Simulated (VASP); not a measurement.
# As (R-3m) in VASP: further runs, part 2 of 2

VASP 6.6.1.

## (3) Single point, PBE

This run uses another cell than the first one, of 22.63 Å³/atom, 1.055 times its volume.

INCAR reads:

```
  PREC = Accurate
  ENCUT = 520
  EDIFF = 1E-6
  ISMEAR = -1
  SIGMA = 0.05
  LREAL = False
  LASPH = True
  NELM = 100
  ALGO = Normal
  ISIF = 2
  LWAVE = False
  LCHARG = False
  GGA = PE
  NBANDS = 12
```

KPOINTS reads:

```
regular mesh
0
Gamma
  9 9 9
```

POSCAR reads:

```
As
1.0
    1.9037978349      1.0991581924      3.6045211398
   -1.9037978349      1.0991581924      3.6045211398
    0.0000000000     -2.1983163849      3.6045211397
As
2
Direct
    0.2263270704      0.2263270704      0.2263270704
    0.7736729296      0.7736729296      0.7736729296
```

Potentials or basis: VASP PAW PBE potentials, release 64 (As).

Command:

```bash
$ cat potpaw_PBE.64/As/POTCAR > POTCAR
$ mpirun -np 1 vasp_std > vasp.out
```

OUTCAR:

```text
PREC = Accurate
   ENCUT = 520
   EDIFF = 1E-6
   ISMEAR = -1
   LREAL = False
   LASPH = True
   NELM = 100
   ISIF = 2
   GGA = PE

 ion  position               nearest neighbor table
   1  0.226  0.226  0.226-   2 2.55   2 2.55   2 2.55
   2  0.774  0.774  0.774-   1 2.55   1 2.55   1 2.55

  LATTYP: Found a trigonal (rhomboedric) cell.
 ALAT       =     4.2219862121
 COS(alpha) =     0.5933338432

  Lattice vectors:

 A1 = (   1.9037978349,   1.0991581924,   3.6045211398)
 A2 = (  -1.9037978349,   1.0991581924,   3.6045211398)
 A3 = (   0.0000000000,  -2.1983163849,   3.6045211397)

Analysis of symmetry for initial positions (statically):
=====================================================================
 Subroutine PRICEL returns:
 Original cell was already a primitive cell.

 Routine SETGRP: Setting up the symmetry group for a
 trigonal (rhombohedral) supercell.

 Subroutine GETGRP returns: Found 12 space group operations
 (whereof 12 operations were pure point group operations)
 out of a pool of 12 trial point group operations.

The static configuration has the point symmetry D_3d.

Analysis of symmetry for dynamics (positions and initial velocities):
=====================================================================
 Subroutine PRICEL returns:
 Original cell was already a primitive cell.

 Routine SETGRP: Setting up the symmetry group for a
 trigonal (rhombohedral) supercell.

 Subroutine GETGRP returns: Found 12 space group operations
 (whereof 12 operations were pure point group operations)
 out of a pool of 12 trial point group operations.

The dynamic configuration has the point symmetry D_3d.

 Subroutine INISYM returns: Found 12 space group operations
 (whereof 12 operations are pure point group operations),
 and found     1 'primitive' translations

----------------------------------------------------------------------------------------

                                     Primitive cell

  volume of cell :      45.2564
[... 112 lines left out ...]
  Thomas-Fermi vector in A             =   2.121345
   LORBIT       =      0    0 simple, 1 ext, 2 COOP (PROOUT), +10 PAW based schemes
   GGA     = PE    functional components
   LHFCALC =     F    Hartree Fock is set to
   AEXX    =    0.0000 exact exchange contribution
   IVDW    =     0    specifies the selected vdW correction
   LEPSILON=     F    determine dielectric tensor
   LRPA    =     F    only Hartree local field effects (RPA)
 non-spin polarized calculation
  energy-cutoff  :      520.00
  volume of cell :       45.26
 maximum number of plane-waves:      1233
   NGX = 15   NGY = 15   NGZ = 15

 number of electron      10.0000000 magnetization

 number of electron       9.9999999 magnetization

 Free energy of the ion-electron system (eV)
  ---------------------------------------------------
  ext. energy  EPLUGINS =         0.00000000
  ---------------------------------------------------
  free energy    TOTEN  =        -9.35172458 eV

  energy without entropy =       -9.35060632  energy(sigma->0) =       -9.35116545

 E-fermi :   4.9298     XC(G=0):  -9.7480

 val. band max:        4.8266366804   @ k =   0.4444   0.0000   0.0000
 cond. band min:       5.0140782589   @ k =   0.4444   0.3333   0.3333
 fundamental gap:      0.1874415784
 Fermi energy:         4.9297989250

 k-point     1 :       0.0000    0.0000    0.0000
  band No.  band energies     occupation
      1      -9.7074      2.00000
      2      -1.1536      2.00000
      3       2.4948      2.00000
      4       3.0545      2.00000
      5       3.0545      2.00000
      6       6.5478      0.00000
      7       7.7468      0.00000
      8       7.7468      0.00000
      9      11.8819      0.00000
     10      11.8819      0.00000
     11      12.2491      0.00000
     12      13.6697      0.00000
[... 331 lines left out ...]
 k-point    24 :       0.4444    0.4444    0.0000
  band No.  band energies     occupation
      1      -7.2838      2.00000
      2      -4.5397      2.00000
      3      -0.6441      2.00000
      4       1.0374      2.00000
      5       1.1131      2.00000
      6       6.5777      0.00000
      7       9.9904      0.00000
      8      11.2527      0.00000
      9      11.5028      0.00000
     10      15.2677      0.00000
     11      16.0129      0.00000
     12      17.2652      0.00000

 [... further k-points ...]
[... 5 lines left out ...]
  --------------------------------------------------------------------------------------
  -------------------------------------------------------------------------------------
  Total        0.0815771      0.0815771      0.0540348     -0.0000000      0.0000000      0.0000000
  in kB        2.8880133      2.8880133      1.9129519     -0.0000000      0.0000000      0.0000000
  external PRESSURE =       2.5629928 kB  Pullay stress =       0.0000000 kB

 VOLUME and BASIS-vectors are now :
 -----------------------------------------------------------------------------
  energy-cutoff  :      520.00
  volume of cell :       45.26
      direct lattice vectors                 reciprocal lattice vectors
     1.903797835  1.099158192  3.604521140     0.262632928  0.151631192  0.092476454
    -1.903797835  1.099158192  3.604521140    -0.262632928  0.151631192  0.092476454
     0.000000000 -2.198316385  3.604521140     0.000000000 -0.303262384  0.092476454

 POSITION                                       TOTAL-FORCE (eV/Angst)
 -----------------------------------------------------------------------------------
      0.00000     -0.00000      2.44740         0.000000     -0.000000      0.050667
      0.00000     -0.00000      8.36616         0.000000      0.000000     -0.050667
 -----------------------------------------------------------------------------------
    total drift:                               -0.000000     -0.000000      0.000000

  FREE ENERGIE OF THE ION-ELECTRON SYSTEM (eV)
  ---------------------------------------------------
  free  energy   TOTEN  =        -9.3517245795 eV

  energy  without entropy=       -9.3506063203  energy(sigma->0) =       -9.35116545
```

OSZICAR:

```text
N       E                     dE             d eps       ncg     rms          rms(c)
DAV:   1     0.290779522234E+02    0.29078E+02   -0.42699E+03  2040   0.700E+02
DAV:   2    -0.775739787833E+01   -0.36835E+02   -0.35366E+02  2764   0.108E+02
DAV:   3    -0.935669849437E+01   -0.15993E+01   -0.15895E+01  2540   0.237E+01
DAV:   4    -0.936487369862E+01   -0.81752E-02   -0.81745E-02  2376   0.194E+00
DAV:   5    -0.936489712500E+01   -0.23426E-04   -0.23426E-04  2484   0.111E-01    0.314E+00
DAV:   6    -0.935612144497E+01    0.87757E-02   -0.49969E-03  2396   0.441E-01    0.189E+00
DAV:   7    -0.935154060386E+01    0.45808E-02   -0.11438E-02  2396   0.682E-01    0.898E-02
DAV:   8    -0.935167244374E+01   -0.13184E-03   -0.43690E-04  2448   0.123E-01    0.328E-02
DAV:   9    -0.935172476298E+01   -0.52319E-04   -0.67318E-05  2436   0.519E-02    0.124E-02
DAV:  10    -0.935172457945E+01    0.18353E-06   -0.48118E-06  2428   0.123E-02
   1 F= -.93517246E+01 E0= -.93511654E+01  d E =-.111826E-02
```

Wall time 22 s (1 thread of Intel Xeon Platinum 8488C (Sapphire Rapids), shared host); peak memory 0.19 GiB.

Results:

```yaml
Free_energy: -9.3517 eV
Pressure: 0.3 GPa
Largest_force: 0.051 eV/Å
Band_gap_on_the_k_mesh: zero (band 5 reaches 5.01 eV, above the bottom of band 6 at 4.83 eV)
```

Forces in eV/Å, atoms in the order of the input:
```
As   0.000  0.000  0.051
As   0.000  0.000 -0.051
```

Stress tensor (GPa, compression positive):
```
0.29 0.00 0.00
0.00 0.29 0.00
0.00 0.00 0.19
```

## (4) Relaxation of cell and atoms, PBE

This run uses another cell than the first one, of 21.53 Å³/atom, 1.004 times its volume.

INCAR reads:

```
PREC = Accurate
ENCUT = 600
EDIFF = 1E-7
ISMEAR = -1
SIGMA = 0.05
LREAL = False
LASPH = True
NELM = 60
ALGO = Normal
ISIF = 3
LWAVE = False
LCHARG = False
GGA = PE
IBRION = 2
NSW = 60
EDIFFG = -0.01
```

KPOINTS reads:

```
Automatic mesh
0
Gamma
  9 9 9
```

POSCAR reads:

```
As
1.0
    1.8807968987      1.0858785957      3.5140619945
   -1.8807968987      1.0858785957      3.5140619945
    0.0000000000     -2.1717571915      3.5140619945
As
2
Direct
    0.2260000000      0.2260000000      0.2260000000
    0.7740000000      0.7740000000      0.7740000000
```

Command:

```bash
$ cat potpaw_PBE.64/As/POTCAR > POTCAR
$ mpirun -np 1 vasp_std > vasp.out
```

Run time: 3.8 min. Hardware: 1 thread of Intel Xeon Platinum 8488C (Sapphire Rapids), shared host; peak memory 0.22 GiB.

The run converged. Its results:

| Property | Result |
| --- | --- |
| Free energy | -9.3519 eV |
| Relaxed volume | 22.59 Å³/atom |
| Relaxed cell | a = 4.208 Å, b = 4.208 Å, c = 4.208 Å, α = 53.90°, β = 53.90°, γ = 53.90° |
| Space group after relaxing (to 0.05 Å) | R-3m (No. 166) |
| Energy gained by relaxing | 14.6 meV/atom |
| Ionic steps | 13 |
| Pressure after relaxing | 0.0 GPa |
| Largest force after relaxing | 0.008 eV/Å |
| Band gap on the k mesh | zero (band 5 reaches 5.00 eV, above the bottom of band 6 at 4.85 eV) |

Forces on the atoms (eV/Å):
```
As   0.000  0.000 -0.008
As   0.000  0.000  0.008
```

Step by step:
```tsv
step	energy change (eV)	largest force (eV/Å)	pressure (GPa)	volume (Å³)
1	0.0000	0.4890	4.03	43.06
2	-0.0111	0.3822	-2.65	46.52
3	-0.0290	0.0237	0.04	44.94
4	-0.0290	0.0143	0.11	44.90
5	-0.0290	0.0070	0.09	44.95
6	-0.0291	0.0157	0.03	45.08
7	-0.0292	0.0013	-0.03	45.14
8	-0.0292	0.0153	-0.11	45.20
9	-0.0292	0.0152	-0.07	45.19
10	-0.0292	0.0153	-0.04	45.19
11	-0.0292	0.0151	0.02	45.19
12	-0.0292	0.0151	-0.01	45.19
13	-0.0292	0.0076	0.01	45.18
```

Final structure:
```cif
data_structure
_symmetry_space_group_name_H-M 'P 1'
_symmetry_Int_Tables_number 1
_cell_length_a 4.2081
_cell_length_b 4.2081
_cell_length_c 4.2081
_cell_angle_alpha 53.900
_cell_angle_beta 53.900
_cell_angle_gamma 53.900
_cell_volume 45.18
loop_
_atom_site_label
_atom_site_type_symbol
_atom_site_fract_x
_atom_site_fract_y
_atom_site_fract_z
_atom_site_occupancy
As1 As 0.22682 0.22682 0.22682 1
As2 As 0.77318 0.77318 0.77318 1
```

Levels at points of the mesh, in eV from the Fermi level:
| k point | band 2 | band 3 | band 4 | band 5 | band 6 | band 7 | band 8 | band 9 |
| --- | --- | --- | --- | --- | --- | --- | --- | --- |
| (0.00, 0.00, 0.00) | -6.06 | -2.41 | -1.87 | -1.87 | 1.68 | 2.84 | 2.84 | 6.91 |

## (5) The runs side by side

```tsv
task	cell	cutoff (eV)	gap on the mesh (eV)	pressure (GPa)	largest force (eV/Å)
single point	a = 4.074 Å, angles 55.6°, 2 atoms	520	0.09	2.3	0.05
single point	a = 4.222 Å, angles 53.6°, 2 atoms	520	none	0.3	0.05
relaxation of cell and atoms	relaxed from a = 4.131 Å, angles 54.2°, 2 atoms	600	none	0.0	0.01
```

Alike in all rows: level PBE; potentials or basis VASP PAW PBE potentials, release 64 (As); no spin polarisation; k mesh 9 × 9 × 9; smearing fermi-dirac 0.05 eV.

Absolute energies hang on the potentials; compare differences alone.
